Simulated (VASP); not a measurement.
# Si24O47 (a cell with a defect) in VASP: single point with LDA

Aim: the single point of Si24O47 (a cell with a defect) with LDA.

All numbers are computed with VASP 6.6.1; they aren't measurements. Logs are shortened: lines on timing, memory, paths and dates and some standing lists are left out, and cuts for length are marked.

### Step 1. The cell of the first run

The cell holds a defect, 71 atoms: a = 9.902 Å, b = 9.902 Å, c = 10.886 Å, α = 90.00°, β = 90.00°, γ = 120.00°.

### Step 2. Single point, LDA

INCAR reads:

```
PREC = Accurate
ENCUT = 520
EDIFF = 1E-6
ISMEAR = -1
SIGMA = 0.05
LREAL = Auto
LASPH = T
NELM = 120
ALGO = Normal
ISIF = 2
LWAVE = F
LCHARG = T
LELF = T
LVHAR = T
ISYM = 0
NBANDS = 230
GGA_COMPAT = F
```

KPOINTS reads:

```
Automatic mesh
0
Gamma
  1 1 1
  0.25 0.25 0.25
```

POSCAR reads:

```
Si24O47
1.0
    9.9016390000      0.0000000000      0.0000000000
   -4.9508190000      8.5750710000      0.0000000000
    0.0000000000      0.0000000000     10.8858800000
Si O
24 47
Direct
    0.2577300000      0.0109200000      0.1717500000
    0.2345100000      0.9989800000      0.6668900000
    0.2342400000      0.5004500000      0.1670100000
    0.2402600000      0.5013400000      0.6699800000
    0.7375300000      0.9924100000      0.1612600000
    0.7265600000      0.0012400000      0.6582700000
    0.7431600000      0.5022000000      0.1699400000
    0.7370900000      0.4993300000      0.6642600000
    0.9859400000      0.2323100000      0.3279500000
    0.9970400000      0.2334300000      0.8324100000
    0.0118800000      0.7458200000      0.3355300000
    0.0033000000      0.7285900000      0.8316200000
    0.5163100000      0.2351600000      0.3504400000
    0.4987900000      0.2375500000      0.8331100000
    0.5016600000      0.7314600000      0.3335100000
    0.5033300000      0.7366700000      0.8336200000
    0.2625900000      0.2645000000      0.0008400000
    0.2562300000      0.2624500000      0.5032300000
    0.2710900000      0.7677800000      0.0009500000
    0.2705600000      0.7664000000      0.5022400000
    0.7619800000      0.2607100000      0.0005600000
    0.7227600000      0.2521800000      0.4832000000
    0.7629100000      0.7545200000      0.9969600000
    0.7663400000      0.7653900000      0.4999100000
    0.2266600000      0.1442600000      0.1140800000
    0.1985400000      0.1278800000      0.6079700000
    0.2106800000      0.6381800000      0.1095400000
    0.2130700000      0.6351400000      0.6092000000
    0.7068800000      0.1265500000      0.1054100000
    0.6820300000      0.1208000000      0.5907700000
    0.6999800000      0.6238300000      0.1052500000
    0.7134200000      0.6387700000      0.6104100000
    0.3981500000      0.0773200000      0.2731100000
    0.3661000000      0.0754200000      0.7732700000
    0.3655800000      0.5701300000      0.2746800000
    0.3674600000      0.5732200000      0.7790000000
    0.8763900000      0.0655900000      0.2621500000
    0.8598300000      0.0813600000      0.7638100000
    0.8867600000      0.5910500000      0.2642000000
    0.8749700000      0.5668500000      0.7670800000
    0.4234500000      0.2988000000      0.9355000000
    0.4316300000      0.7949900000      0.4398300000
    0.4345500000      0.7963100000      0.9433600000
    0.8756100000      0.2754100000      0.4090300000
    0.9234800000      0.2926400000      0.9381900000
    0.9294300000      0.7961600000      0.4408000000
    0.9245800000      0.7787200000      0.9401200000
    0.1137900000      0.2152600000      0.4082200000
    0.1220500000      0.1958500000      0.8993400000
    0.1365700000      0.7063300000      0.3977400000
    0.1409800000      0.7072700000      0.8923300000
    0.4105100000      0.2804800000      0.4372500000
    0.6280200000      0.2049700000      0.8958700000
    0.6328100000      0.6996100000      0.3938300000
    0.6357800000      0.7026600000      0.8875400000
    0.0710700000      0.3677900000      0.2251900000
    0.0782500000      0.3671100000      0.7280400000
    0.0968500000      0.8872600000      0.2383000000
    0.0742100000      0.8629900000      0.7267000000
    0.5959600000      0.3726300000      0.2468500000
    0.5757200000      0.3694200000      0.7270300000
    0.5775600000      0.8621700000      0.2259700000
    0.5705000000      0.8656000000      0.7244200000
    0.2886500000      0.4272200000      0.0573300000
    0.3021900000      0.4286100000      0.5655700000
    0.3002200000      0.9306200000      0.0594700000
    0.2981400000      0.9291100000      0.5606300000
    0.7925200000      0.4216500000      0.0628300000
    0.7796300000      0.4195200000      0.5517000000
    0.7923600000      0.9185100000      0.0528900000
    0.7891500000      0.9276800000      0.5545900000
```

Potentials or basis: VASP PAW LDA potentials, release 64 (Si, O).

The run is started by

```console
$ cat potpaw_LDA.64/Si/POTCAR potpaw_LDA.64/O/POTCAR > POTCAR
$ mpirun -np 1 vasp_std > vasp.out
```

OUTCAR:

```text
PREC = Accurate
   ENCUT = 520
   EDIFF = 1E-6
   ISMEAR = -1
   LREAL = Auto
   LASPH = T
   NELM = 120
   ISIF = 2
   ISYM = 0

 ion  position               nearest neighbor table
   1  0.258  0.011  0.172-  58 1.62  66 1.62  25 1.62  33 1.63  13 3.10  19 3.10  11 3.10  17 3.11

   2  0.235  0.999  0.667-  59 1.62  26 1.62  34 1.62  67 1.63  18 3.08  20 3.08  12 3.08  14 3.09

   3  0.234  0.500  0.167-  56 1.62  27 1.62  64 1.62  35 1.63  19 3.07  17 3.08  15 3.08   9 3.10

   4  0.240  0.501  0.670-  36 1.61  57 1.61  28 1.62  65 1.62  18 3.05  16 3.05  20 3.09  10 3.09

   5  0.738  0.992  0.161-  70 1.62  37 1.62  62 1.62  29 1.62   9 3.02  23 3.07  21 3.09  15 3.10

   6  0.727  0.001  0.658-  63 1.62  71 1.62  38 1.63  30 1.63  24 3.08  16 3.10  10 3.15  22 3.15

   7  0.743  0.502  0.170-  39 1.61  60 1.61  68 1.62  31 1.63  23 3.06  21 3.10  11 3.12
   8  0.737  0.499  0.664-  61 1.62  32 1.62  69 1.62  40 1.63  12 3.07  24 3.08  22 3.09  14 3.09

   9  0.986  0.232  0.328-  48 1.62  44 1.62  37 1.62  56 1.62   5 3.02   3 3.10
  10  0.997  0.233  0.832-  38 1.62  57 1.62  45 1.62  49 1.63  21 3.08  17 3.09   4 3.09   6 3.15

  11  0.012  0.746  0.336-  39 1.61  58 1.62  50 1.62  46 1.62  20 3.06   1 3.10  24 3.10   7 3.12

  12  0.003  0.729  0.832-  51 1.62  59 1.62  47 1.62  40 1.62   8 3.07   2 3.08  19 3.09  23 3.10

  13  0.516  0.235  0.350-  52 1.63  60 1.63  33 1.64  22 2.44   1 3.10
  14  0.499  0.238  0.833-  34 1.62  41 1.62  53 1.62  61 1.62  17 3.08   2 3.09   8 3.09  21 3.09

  15  0.502  0.731  0.334-  35 1.62  54 1.62  62 1.62  42 1.63  24 3.06   3 3.08  20 3.09   5 3.10

  16  0.503  0.737  0.834-  36 1.61  55 1.62  63 1.62  43 1.63   4 3.05  23 3.06  19 3.07   6 3.10
[... 60 lines left out ...]
  70  0.792  0.919  0.053-  23 1.62   5 1.62
  71  0.789  0.928  0.555-  24 1.62   6 1.62

IMPORTANT INFORMATION: All symmetrisations will be switched off!
NOSYMM: (Re-)initialisation of all symmetry stuff for point group C_1.

----------------------------------------------------------------------------------------

                                     Primitive cell

  volume of cell :     924.2902

  direct lattice vectors                    reciprocal lattice vectors
     9.901639000  0.000000000  0.000000000     0.100993381  0.058308549  0.000000000
    -4.950819000  8.575071000  0.000000000     0.000000000  0.116617110  0.000000000
     0.000000000  0.000000000 10.885880000     0.000000000  0.000000000  0.091862119

  length of vectors
     9.901639000  9.901638825 10.885880000     0.116617108  0.116617110  0.091862119

  position of ions in fractional coordinates (direct lattice)
     0.257730000  0.010920000  0.171750000
[... 205 lines left out ...]
   POTIM  = 0.5000    time-step for ionic-motion
   TEBEG  =    0.0;   TEEND  =   0.0 temperature during run
   PSTRESS=    0.0 pullay stress
   NELECT =     378.0000    total number of electrons
   NUPDOWN=      -1.0000    fix difference up-down
   EMIN   =  10.00;   EMAX   =-10.00  energy-range for DOS
   EFERMI =   0.00;   METHOD = LEGACY
   ISMEAR =    -1;   SIGMA  =   0.05  broadening in eV -4-tet -1-fermi 0-gaus
   EFERMI_NEDOS =   21; number of points for ismear=-14 and -15
   IALGO  =     38    algorithm
   IMIX   =      4    mixing-type and parameters
     AMIX     =   0.40;   BMIX     =  1.00
     AMIX_MAG =   1.60;   BMIX_MAG =  1.00
  volume/ion in A,a.u.               =      13.02        87.85
  Fermi-wavevector in a.u.,A,eV,Ry     =   1.215167  2.296333 20.090783  1.476631
  Thomas-Fermi vector in A             =   2.350563
   LORBIT       =      0    0 simple, 1 ext, 2 COOP (PROOUT), +10 PAW based schemes
   GGA     = CA    functional components
   LHFCALC =     F    Hartree Fock is set to
   AEXX    =    0.0000 exact exchange contribution
   IVDW    =     0    specifies the selected vdW correction
   LEPSILON=     F    determine dielectric tensor
   LRPA    =     F    only Hartree local field effects (RPA)
 non-spin polarized calculation
  energy-cutoff  :      520.00
  volume of cell :      924.29
 maximum number of plane-waves:     24895
 NGX is ok and might be reduce to    80
   NGX = 37   NGY = 37   NGZ = 41

 number of electron     378.0000020 magnetization

 Free energy of the ion-electron system (eV)
  ---------------------------------------------------
  ext. energy  EPLUGINS =         0.00000000
  ---------------------------------------------------
  free energy    TOTEN  =      -611.99460819 eV

  energy without entropy =     -611.99460819  energy(sigma->0) =     -611.99460819

 E-fermi :   2.3353     XC(G=0):  -9.6523

 val. band max:        1.1446464853   @ k =   0.5000   0.2500   0.2500
 cond. band min:       6.9222376706   @ k =  -0.2500   0.5000   0.2500
 fundamental gap:      5.7775911853
 Fermi energy:         2.3352689953

 k-point     1 :       0.2500    0.2500    0.2500
  band No.  band energies     occupation
      1     -18.2634      2.00000
      2     -18.1187      2.00000
      3     -18.1007      2.00000
      4     -18.0370      2.00000
      5     -17.9546      2.00000
      6     -17.9032      2.00000
[... 1213 lines left out ...]
    200       9.1384      0.00000
    201       9.2363      0.00000
 [bands above 201 left out]

------------------------ aborting loop because EDIFF is reached ----------------------------------------

  FORCE on cell =-STRESS in cart. coord.  units (eV):
  Direction    XX          YY          ZZ          XY          YZ          ZX
  --------------------------------------------------------------------------------------
  -------------------------------------------------------------------------------------
  Total      -26.6769329    -20.8543292    -24.4288334      1.5428764      1.9323276     -3.8564921
  in kB      -46.2421611    -36.1491801    -42.3452748      2.6744431      3.3495231     -6.6848964
  external PRESSURE =     -41.5788720 kB  Pullay stress =       0.0000000 kB

 VOLUME and BASIS-vectors are now :
 -----------------------------------------------------------------------------
  energy-cutoff  :      520.00
  volume of cell :      924.29
      direct lattice vectors                 reciprocal lattice vectors
     9.901639000  0.000000000  0.000000000     0.100993381  0.058308549  0.000000000
    -4.950819000  8.575071000  0.000000000     0.000000000  0.116617110  0.000000000
     0.000000000  0.000000000 10.885880000     0.000000000  0.000000000  0.091862119

 POSITION                                       TOTAL-FORCE (eV/Angst)
 -----------------------------------------------------------------------------------
      2.49789      0.09364      1.86965        -0.035121     -0.003354     -0.010215
     -2.62374      8.56632      7.25968        -0.041859     -0.005075      0.014264
     -0.15828      4.29139      1.81805        -0.042640     -0.006536      0.005960
     -0.10308      4.29903      7.29332        -0.027514     -0.004690      0.017923
      2.38951      8.50999      1.75546        -0.020867     -0.010030     -0.012180
      7.18800      0.01063      7.16585        -0.027871     -0.007922      0.004576
[... 63 lines left out ...]
      3.29829      7.87629      0.57575        -0.107182     -0.159453      0.106026
      3.22110      7.95492      6.03720        -0.102749     -0.160254      0.086942
 -----------------------------------------------------------------------------------
    total drift:                               -0.030654      0.024711      0.006422

  FREE ENERGIE OF THE ION-ELECTRON SYSTEM (eV)
  ---------------------------------------------------
  free  energy   TOTEN  =      -611.9946081902 eV

  energy  without entropy=     -611.9946081901  energy(sigma->0) =     -611.99460819
```

Run time: 85 min. Hardware: 1 thread of Intel Xeon 8259CL, shared host; peak memory 1.1 GiB.

Results:

```yaml
Free_energy: -611.9946 eV
Pressure: -4.2 GPa
Largest_force: 0.237 eV/Å
Band_gap_on_the_k_mesh: 5.78 eV
```

Forces in eV/Å, atoms in the order of the input:
```
Si  -0.035 -0.003 -0.010
Si  -0.042 -0.005  0.014
Si  -0.043 -0.007  0.006
Si  -0.028 -0.005  0.018
Si  -0.021 -0.010 -0.012
Si  -0.028 -0.008  0.005
Si  -0.020 -0.013  0.024
Si  -0.028 -0.007  0.002
Si   0.018 -0.018  0.018
Si  -0.011 -0.029 -0.014
Si   0.007 -0.036 -0.016
Si   0.027 -0.031 -0.002
Si  -0.133  0.046 -0.073
Si   0.007 -0.025 -0.004
Si   0.019 -0.042 -0.007
Si   0.021 -0.049 -0.007
Si   0.026  0.044  0.010
Si   0.019  0.021 -0.030
Si   0.012  0.037  0.001
Si   0.013  0.019  0.002
Si   0.014  0.039 -0.003
Si   0.125  0.090  0.084
Si   0.008  0.029 -0.016
Si   0.023  0.035  0.016
O    0.152 -0.008 -0.121
O    0.186  0.031 -0.093
O    0.180  0.006 -0.105
O    0.186  0.015 -0.092
O    0.178  0.018 -0.099
O    0.160  0.022 -0.076
O    0.206  0.038 -0.095
O    0.172  0.000 -0.114
O   -0.148  0.129 -0.064
O   -0.090  0.147 -0.099
O   -0.094  0.166 -0.101
O   -0.088  0.161 -0.108
O   -0.164  0.153 -0.076
O   -0.076  0.124 -0.070
O   -0.114  0.123 -0.043
O   -0.123  0.169 -0.069
O   -0.064 -0.185 -0.085
O   -0.081 -0.166 -0.081
O   -0.090 -0.169 -0.098
O   -0.001 -0.125 -0.017
O   -0.078 -0.179 -0.086
O   -0.065 -0.160 -0.096
O   -0.086 -0.149 -0.107
O   -0.042  0.121  0.031
O   -0.062  0.195  0.070
O   -0.063  0.191  0.088
O   -0.084  0.162  0.096
O   -0.066 -0.121 -0.018
O   -0.066  0.170  0.092
O   -0.087  0.182  0.091
O   -0.081  0.161  0.117
O    0.169 -0.020  0.090
O    0.181  0.001  0.100
O    0.177 -0.041  0.073
O    0.189 -0.012  0.089
O    0.149 -0.011  0.033
O    0.181 -0.019  0.090
O    0.180 -0.007  0.086
O    0.171  0.000  0.083
O   -0.094 -0.150  0.103
O   -0.141 -0.150  0.092
O   -0.077 -0.140  0.110
O   -0.103 -0.152  0.090
O   -0.099 -0.149  0.084
O   -0.132 -0.127  0.103
O   -0.107 -0.159  0.106
O   -0.103 -0.160  0.087
```

Levels at points of the mesh, in eV from the valence-band top:
```tsv
k point	band 186	band 187	band 188	band 189	band 190	band 191	band 192	band 193
(0.25, 0.25, 0.25)	-0.58	-0.54	-0.52	-0.05	5.82	6.06	6.14	6.57
```
